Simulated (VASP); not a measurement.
# Zr (P6_3/mmc) in VASP: single point with PBEsol+D3(BJ)

Aim: the single point of Zr with PBEsol+D3(BJ).

Everything below comes from runs of VASP 6.6.1. Logs are shortened: lines on timing, memory, paths and dates and some standing lists are left out, and cuts for length are marked.

### Step 1. The cell of the first run

The structure is hexagonal, space group P6_3/mmc (No. 194). The conventional cell has a = 3.129 Å, b = 3.129 Å, c = 5.066 Å, α = 90.00°, β = 90.00°, γ = 120.00°. Within 4.1 Å of Zr (site symmetry -6m2) lie 12 Zr at 3.11 to 3.13 Å.

### Step 2. Single point, PBEsol+D3(BJ)

Contents of INCAR:

```
SYSTEM = Zr
  PREC = Accurate
  ENCUT = 500
  EDIFF = 1E-6
  ISMEAR = 0
  SIGMA = 0.1
  LREAL = .False.
  LASPH = .True.
  NELM = 120
  ALGO = Normal
  ISIF = 2
  LWAVE = .False.
  LCHARG = .False.
  GGA = PS
  IVDW = 12
  NBANDS = 19
  GGA_COMPAT = .False.
```

Contents of KPOINTS:

```
regular mesh
0
Gamma
  15 15 8
  0 0 0
```

Contents of POSCAR:

```
Zr
1.0
    3.1287935854      0.0000000000      0.0000000000
   -1.5643967927      2.7096147282      0.0000000000
    0.0000000000      0.0000000000      5.0657287544
Zr
2
Direct
    0.3333333333      0.6666666667      0.2500000000
    0.6666666667      0.3333333333      0.7500000000
```

Potentials or basis: VASP PAW PBE potentials, release 64 (Zr_sv).

Launch:

```
$ cat potpaw_PBE.64/Zr_sv/POTCAR > POTCAR
$ mpirun -np 1 vasp_std > vasp.out
```

OUTCAR:

```text
SYSTEM = Zr
   PREC = Accurate
   ENCUT = 500
   EDIFF = 1E-6
   ISMEAR = 0
   LREAL = .False.
   LASPH = .True.
   NELM = 120
   ISIF = 2
   GGA = PS
   IVDW = 12
 IVDW          = 12

 ion  position               nearest neighbor table
   1  0.333  0.667  0.250-   2 3.11   2 3.11   2 3.11   2 3.11   2 3.11   2 3.11
   2  0.667  0.333  0.750-   1 3.11   1 3.11   1 3.11   1 3.11   1 3.11   1 3.11

  LATTYP: Found a hexagonal cell.
 ALAT       =     3.1287935854
 C/A-ratio  =     1.6190677385

  Lattice vectors:

 A1 = (   3.1287935854,   0.0000000000,   0.0000000000)
 A2 = (  -1.5643967927,   2.7096147282,   0.0000000000)
 A3 = (   0.0000000000,   0.0000000000,   5.0657287544)

Analysis of symmetry for initial positions (statically):
=====================================================================
 Subroutine PRICEL returns:
 Original cell was already a primitive cell.

 Routine SETGRP: Setting up the symmetry group for a
 hexagonal supercell.

 Subroutine GETGRP returns: Found 24 space group operations
 (whereof 12 operations were pure point group operations)
 out of a pool of 24 trial point group operations.

The static configuration has the point symmetry D_3d.
 The point group associated with its full space group is D_6h.

Analysis of symmetry for dynamics (positions and initial velocities):
=====================================================================
 Subroutine PRICEL returns:
 Original cell was already a primitive cell.

 Routine SETGRP: Setting up the symmetry group for a
 hexagonal supercell.

 Subroutine GETGRP returns: Found 24 space group operations
 (whereof 12 operations were pure point group operations)
 out of a pool of 24 trial point group operations.

The dynamic configuration has the point symmetry D_3d.
 The point group associated with its full space group is D_6h.

 Subroutine INISYM returns: Found 24 space group operations
 (whereof 12 operations are pure point group operations),
 and found     1 'primitive' translations

----------------------------------------------------------------------------------------

                                     Primitive cell

  volume of cell :      42.9464

  direct lattice vectors                    reciprocal lattice vectors
     3.128793585  0.000000000  0.000000000     0.319612008  0.184528079  0.000000000
    -1.564396793  2.709614728  0.000000000     0.000000000  0.369056158  0.000000000
     0.000000000  0.000000000  5.065728754     0.000000000  0.000000000  0.197404964

  length of vectors
     3.128793585  3.128793585  5.065728754     0.369056158  0.369056158  0.197404964

  position of ions in fractional coordinates (direct lattice)
     0.333333333  0.666666667  0.250000000
     0.666666667  0.333333333  0.750000000

  ion indices of the primitive-cell ions
   primitive index   ion index
                 1           1
                 2           2

----------------------------------------------------------------------------------------

 KPOINTS: regular mesh

Automatic generation of k-mesh.
 Grid dimensions read from file:
 generate k-points for:   15   15    8

 Generating k-lattice:

  Cartesian coordinates                     Fractional coordinates (reciprocal lattice)
     0.021307467  0.012301872  0.000000000     0.066666667  0.000000000  0.000000000
     0.000000000  0.024603744  0.000000000     0.000000000  0.066666667  0.000000000
     0.000000000  0.000000000  0.024675620     0.000000000  0.000000000  0.125000000

  Length of vectors
     0.024603744  0.024603744  0.024675620

  Shift w.r.t. Gamma in fractional coordinates (k-lattice)
     0.000000000  0.000000000  0.000000000

 Subroutine IBZKPT returns following result:
 ===========================================

 Found    135 irreducible k-points:

 Following reciprocal coordinates:
            Coordinates               Weight
  0.000000  0.000000  0.000000      1.000000
  0.066667 -0.000000  0.000000      6.000000
  0.133333 -0.000000  0.000000      6.000000
  0.200000  0.000000  0.000000      6.000000
  0.266667 -0.000000  0.000000      6.000000
  0.333333 -0.000000  0.000000      6.000000
[... 16 lines left out ...]
  0.333333  0.200000  0.000000     12.000000
  0.400000  0.200000  0.000000      6.000000
 [... further k-points ...]
   k-points           NKPTS =    135   k-points in BZ     NKDIM =    135   number of bands    NBANDS=     19
   number of dos      NEDOS =    301   number of ions     NIONS =      2
   total plane-waves  NPLWV =  23040
   dimension x,y,z NGX =    24 NGY =   24 NGZ =   40
   dimension x,y,z NGXF=    48 NGYF=   48 NGZF=   80
   ions per type =               2
   NGX,Y,Z   is equivalent  to a cutoff of  12.75, 12.75, 13.13 a.u.
   NGXF,Y,Z  is equivalent  to a cutoff of  25.50, 25.50, 26.25 a.u.
 SYSTEM =  Zr
   PREC   = accura    normal or accurate (medium, high low for compatibility)
   ISTART =      0    job   : 0-new  1-cont  2-samecut
   ICHARG =      2    charge: 1-file 2-atom 10-const
   ISPIN  =      1    spin polarized calculation?
   LNONCOLLINEAR =      F non collinear calculations
   LSORBIT =      F    spin-orbit coupling
   LASPH  =      T    aspherical Exc in radial PAW
   ENCUT  =  500.0 eV  36.75 Ry    6.06 a.u.   5.70  5.70  9.24*2*pi/ulx,y,z
   NELM   =    120;   NELMIN=  2; NELMDL= -5     # of ELM steps
   EDIFF  = 0.1E-05   stopping-criterion for ELM
   LREAL  =      F    real-space projection
   EDIFFG = 0.1E-04   stopping-criterion for IOM
   NSW    =      0    number of steps for IOM
   IBRION =     -1    ionic relax: 0-MD 1-quasi-New 2-CG
   NFREE  =      0    steps in history (QN), initial steepest desc. (CG)
   ISIF   =      2    stress and relaxation
   ISYM   =      2    0-nonsym 1-usesym 2-fastsym
   POTIM  = 0.5000    time-step for ionic-motion
   TEBEG  =    0.0;   TEEND  =   0.0 temperature during run
   PSTRESS=    0.0 pullay stress
   NELECT =      24.0000    total number of electrons
   NUPDOWN=      -1.0000    fix difference up-down
   EMIN   =  10.00;   EMAX   =-10.00  energy-range for DOS
   EFERMI =   0.00;   METHOD = LEGACY
   ISMEAR =     0;   SIGMA  =   0.10  broadening in eV -4-tet -1-fermi 0-gaus
   EFERMI_NEDOS =   21; number of points for ismear=-14 and -15
   IALGO  =     38    algorithm
   IMIX   =      4    mixing-type and parameters
     AMIX     =   0.40;   BMIX     =  1.00
     AMIX_MAG =   1.60;   BMIX_MAG =  1.00
  volume/ion in A,a.u.               =      21.47       144.91
  Fermi-wavevector in a.u.,A,eV,Ry     =   1.348455  2.548210 24.739893  1.818331
  Thomas-Fermi vector in A             =   2.476122
   LORBIT       =      0    0 simple, 1 ext, 2 COOP (PROOUT), +10 PAW based schemes
   GGA     = PS    functional components
   LHFCALC =     F    Hartree Fock is set to
   AEXX    =    0.0000 exact exchange contribution
   IVDW    =    12    specifies the selected vdW correction
   LEPSILON=     F    determine dielectric tensor
   LRPA    =     F    only Hartree local field effects (RPA)
 non-spin polarized calculation
 Gauss-broadening in eV      SIGMA  =   0.10
  energy-cutoff  :      500.00
  volume of cell :       42.95
 maximum number of plane-waves:      1104
 NGX is ok and might be reduce to    24
   NGX = 11   NGY = 11   NGZ = 19

 number of electron      23.9999999 magnetization

 Free energy of the ion-electron system (eV)
  ---------------------------------------------------
  ext. energy  EPLUGINS =         0.00000000
  ---------------------------------------------------
  free energy    TOTEN  =       -18.13782756 eV

  energy without entropy =      -18.12750484  energy(sigma->0) =      -18.13266620

 E-fermi :   9.8049     XC(G=0): -11.5773

 val. band max:        9.8021597945   @ k =   0.0667   0.0667   0.3750
 cond. band min:       9.8178191019   @ k =   0.1333   0.1333   0.3750
 fundamental gap:      0.0156593075
 Fermi energy:         9.8049069599

 k-point     1 :       0.0000    0.0000    0.0000
  band No.  band energies     occupation
      1     -38.7940      2.00000
      2     -38.5892      2.00000
      3     -17.4842      2.00000
      4     -16.3583      2.00000
      5     -16.3583      2.00000
      6     -16.2123      2.00000
[... 11 lines left out ...]
     18      12.1999      0.00000
     19      14.6532      0.00000

 k-point     2 :       0.0667   -0.0000    0.0000
  band No.  band energies     occupation
      1     -38.7866      2.00000
      2     -38.5858      2.00000
      3     -17.4665      2.00000
      4     -16.4005      2.00000
      5     -16.3716      2.00000
      6     -16.2350      2.00000
[... 11 lines left out ...]
     18      12.0728      0.00000
     19      14.7474      0.00000

 k-point     3 :       0.1333   -0.0000    0.0000
  band No.  band energies     occupation
      1     -38.7656      2.00000
      2     -38.5762      2.00000
      3     -17.4151      2.00000
      4     -16.5196      2.00000
      5     -16.4085      2.00000
      6     -16.3559      2.00000
[... 11 lines left out ...]
     18      11.9071      0.00000
     19      14.9610      0.00000

 k-point     4 :       0.2000    0.0000    0.0000
  band No.  band energies     occupation
      1     -38.7337      2.00000
      2     -38.5628      2.00000
      3     -17.3343      2.00000
      4     -16.6942      2.00000
      5     -16.5273      2.00000
      6     -16.4606      2.00000
[... 407 lines left out ...]
     18      15.0524      0.00000
     19      15.9633      0.00000

 k-point    23 :       0.3333    0.2000    0.0000
  band No.  band energies     occupation
      1     -38.5872      2.00000
      2     -38.5319      2.00000
      3     -17.1846      2.00000
      4     -17.0104      2.00000
      5     -16.8841      2.00000
      6     -16.7795      2.00000
[... 11 lines left out ...]
     18      15.0166      0.00000
     19      16.7485      0.00000

 k-point    24 :       0.4000    0.2000    0.0000
  band No.  band energies     occupation
      1     -38.5758      2.00000
      2     -38.5343      2.00000
      3     -17.2130      2.00000
      4     -17.0064      2.00000
      5     -16.8368      2.00000
      6     -16.8183      2.00000
[... 11 lines left out ...]
     18      15.0035      0.00000
     19      16.9533      0.00000

 [... further k-points ...]

------------------------ aborting loop because EDIFF is reached ----------------------------------------

 Edisp (eV)   -1.24963

 E8    (eV) :    -0.9201

  FORCE on cell =-STRESS in cart. coord.  units (eV):
  Direction    XX          YY          ZZ          XY          YZ          ZX
  --------------------------------------------------------------------------------------
  -------------------------------------------------------------------------------------
  Total       0.01454     0.01454     0.01576     0.00000    -0.00000     0.00000
  in kB       0.54230     0.54230     0.58798     0.00000    -0.00000     0.00000
  external pressure =        0.56 kB  Pullay stress =        0.00 kB

 VOLUME and BASIS-vectors are now :
 -----------------------------------------------------------------------------
  energy-cutoff  :      500.00
  volume of cell :       42.95
      direct lattice vectors                 reciprocal lattice vectors
     3.128793585  0.000000000  0.000000000     0.319612008  0.184528079  0.000000000
    -1.564396793  2.709614728  0.000000000     0.000000000  0.369056158  0.000000000
     0.000000000  0.000000000  5.065728754     0.000000000  0.000000000  0.197404964

 POSITION                                       TOTAL-FORCE (eV/Angst)
 -----------------------------------------------------------------------------------
     -0.00000      1.80641      1.26643        -0.000000      0.000000      0.000000
      1.56440      0.90320      3.79930         0.000000     -0.000000      0.000000
 -----------------------------------------------------------------------------------
    total drift:                               -0.000000      0.000000     -0.000000

  FREE ENERGIE OF THE ION-ELECTRON SYSTEM (eV)
  ---------------------------------------------------
  free  energy   TOTEN  =       -19.3874583210 eV

  energy  without entropy=      -19.3771356040  energy(sigma->0) =      -19.38229696
```

Run time: 69 s. Hardware: 1 thread of Intel Xeon Platinum 8375C at 2.90GHz (Ice Lake), shared host; peak memory 0.22 GiB.

Results:

| Property | Result |
| --- | --- |
| Free energy | -19.3875 eV |
| Pressure | 0.1 GPa |
| Band gap on the k mesh | zero (band 12 reaches 10.82 eV, above the bottom of band 13 at 9.44 eV) |
| Dispersion energy per atom | -0.625 eV |

Caveat: the PAW data sets were made with another functional, which shifts forces and pressure a little; pairwise dispersion overbinds metals, which lowers pressure and volume.
